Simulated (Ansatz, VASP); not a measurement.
One calculation of ZnTe3O, two programs

```
Zn Te O
1.0
     4.77472    0.00000    0.00000
     0.00000    4.77472    0.00000
     0.00000    0.00000    6.37938
Zn Te O
1 3 1
Direct
  0.50000 0.50000 0.44573
  0.50000 0.50000 0.04522
  0.50000 0.00000 0.67754
  0.00000 0.50000 0.67754
  0.00000 0.00000 0.68198
```

Change from the starting cell: species swapped into the BaTiO3 type (P4mm, No. 99).

Alike in both runs: functional PBE; k mesh 8 × 8 × 6; occupations gaussian, width 0.1 eV; no spin polarisation.

Ansatz relaxed the structure, and its values are those at the end. VASP's run is a single point on that final structure, the one shown.

|  | VASP | Ansatz |
| --- | --- | --- |
| version | VASP 6.6.1 | Ansatz 0.2.0 |
| potentials or method | VASP PAW PBE potentials, release 64 (Zn, Te, O), cutoff 520 eV | scalar-relativistic, plane waves, PAW |
| valence electrons in the cell | 36 | 66 |

|  | VASP | Ansatz | Ansatz less VASP |
| --- | --- | --- | --- |
| gap on the k mesh at the Fermi level (eV) | none | none | - |
| pressure (GPa) | -0.1 | 0.0 | +0.07 |
| rms of the force components (eV/Å) | 0.008 | 0.000 | -0.0074 |

A gap of «none» marks a metal or a gap that the smearing closes. VASP's potentials hold 36 valence electrons a cell and Ansatz's 66, so a difference there can come from the potentials and not from the codes.

Neither program's run includes spin-orbit coupling.
